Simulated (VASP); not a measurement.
TaTeP, 3 atoms in the cell. Symmetry: P4/mmm, No. 123, tetragonal system. The conventional cell has a = 4.502 Å, b = 4.502 Å, c = 7.147 Å, α = 90.00°, β = 90.00°, γ = 90.00°. Ta (site symmetry 4/mmm) has 4 P at 3.18 Å and 2 Te at 3.57 Å within 4.2 Å. Te (site symmetry 4/mmm) has 2 Ta at 3.57 Å and 4 Te at 4.50 Å within 4.7 Å. Within 4.2 Å of P (site symmetry 4/mmm) lie 4 Ta at 3.18 Å. 

```yaml
Program: VASP 6.6.1
Task: single point
Functional: PBE
Potentials_or_basis: VASP PAW PBE potentials, release 64 (Ta_pv, Te, P)
Cutoff: 520 eV
k_mesh: 4 × 4 × 4
Occupations: gaussian, width 0.1 eV
Spin: no spin polarisation
Dipole_correction: no
Further_INCAR_settings: ALGO = Normal; EDIFF = 1e-06; NBANDS = 18
```

Potentials or basis: VASP PAW PBE potentials, release 64 (Ta_pv, Te, P).

Launch:

```sh
$ cat potpaw_PBE.64/Ta_pv/POTCAR potpaw_PBE.64/Te/POTCAR potpaw_PBE.64/P/POTCAR > POTCAR
$ mpirun -np 1 vasp_std > vasp.out
```

Hardware: 1 thread of Intel(R) Xeon(R) Platinum 8488C (Sapphire Rapids), on a shared host.

Question: How long does it take, and how much memory?

Answer: Run time: 36 s on 1 thread of Intel(R) Xeon(R) Platinum 8488C (Sapphire Rapids), on a shared host, peak memory 0.26 GiB. Counts: scf iterations 19, k points 18.
